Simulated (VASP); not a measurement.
# TiNb2As3: single point with PBE

Crystal: TiNb2As3.

```xyz
6
Lattice="5.5405 0.0000 0.0000 -2.7702 4.7982 0.0000 0.0000 0.0000 4.2398" Properties=species:S:1:pos:R:3 pbc="T T T"
Ti    0.0000    0.0000    0.0000
Nb    0.0000    3.1988    0.0000
Nb    2.7702    1.5994    0.0000
As    2.7702    0.0000    2.1199
As    1.3851    2.3991    2.1199
As   -1.3851    2.3991    2.1199
```

```yaml
Program: VASP 6.6.1
Task: single point
Functional: PBE
Potentials_or_basis: VASP PAW PBE potentials, release 64 (Ti_sv, Nb_sv, As)
Cutoff: 500 eV
k_mesh: 6 × 6 × 4
Occupations: gaussian, width 0.1 eV
Spin: collinear spin, ferromagnetic start
Starting_moments: "[1.0, 1.0, 1.0, 0.0, 0.0, 0.0] μB"
```

```
Pressure                                              : 0.0 GPa
Net moment                                            : 0.00 μB per cell
Valence electrons inside the program's atomic spheres : Ti 10.02; Nb 10.72; As 2.80
```

Stress tensor (GPa, compression positive):
```
 0.02  0.00  0.00
 0.00  0.02  0.00
 0.00  0.00 -0.14
```

Levels at points of the mesh, in eV from the Fermi level:
Spin up:
```tsv
k point	band 24	band 25	band 26	band 27	band 28	band 29
(0.00, 0.00, 0.00)	-0.78	-0.73	-0.17	-0.17	0.29	0.29
(0.50, 0.00, 0.00)	-0.88	-0.56	-0.53	0.26	0.52	0.71
(0.00, 0.00, 0.50)	-1.42	-0.42	0.11	0.11	0.51	0.51
(0.50, 0.00, 0.50)	-1.96	-0.98	-0.82	-0.78	-0.77	0.39
```
Spin down:
```tsv
k point	band 23	band 24	band 25	band 26	band 27	band 28	band 29	band 30
(0.00, 0.00, 0.00)	-0.78	-0.78	-0.73	-0.17	-0.17	0.29	0.29	0.34
(0.50, 0.00, 0.00)	-2.39	-0.88	-0.56	-0.53	0.26	0.52	0.71	0.74
(0.00, 0.00, 0.50)	-1.42	-1.42	-0.42	0.11	0.11	0.51	0.51	1.04
(0.50, 0.00, 0.50)	-1.99	-1.96	-0.98	-0.82	-0.78	-0.77	0.39	0.93
```

Wall time 5.1 min on 1 thread of Intel Xeon 6975P-C (shared host), peak memory 0.34 GiB.

Caveat: the k points lie up to 0.37 Å⁻¹ apart.
